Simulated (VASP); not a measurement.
# Cd: single point with PBE

The system is Cd.

```
CELL_PARAMETERS angstrom
0.00000 2.15602 2.15602
2.15602 0.00000 2.15602
2.15602 2.15602 0.00000
ATOMIC_POSITIONS crystal
Cd 0.00000 0.00000 0.00000
```

This cell differs from its parent crystal: volume scaled by 0.88.

```
Program                : VASP 6.6.1
Task                   : single point
Functional             : PBE
Potentials or basis    : VASP PAW PBE potentials, release 64 (Cd)
Cutoff                 : 520 eV
k mesh                 : 14 × 14 × 14
Occupations            : fermi-dirac, width 0.08 eV
Spin                   : no spin polarisation
Dipole correction      : no
Further INCAR settings : ALGO = Normal; EDIFF = 1e-06; NBANDS = 12
```

The pressure is 8.5 GPa and the band gap on the k mesh is zero (band 6 reaches 4.89 eV, above the bottom of band 7 at 2.32 eV).

Levels at points of the mesh, in eV from the Fermi level:
```
           k point  band 3  band 4  band 5  band 6  band 7  band 8  band 9  band 10
(0.00, 0.00, 0.00)   -9.38   -9.38   -8.84   -8.84   14.20   15.81   15.81    15.81
(0.50, 0.00, 0.00)   -9.38   -8.39   -8.39   -2.67   -1.17   13.28   13.35    13.35
(0.50, 0.50, 0.00)   -8.42   -8.28   -8.28   -1.03    1.73    7.10    7.10    11.68
```

Wall time 36 s on 1 thread of AMD EPYC 7R13, with other jobs on the host, peak memory 0.12 GiB.
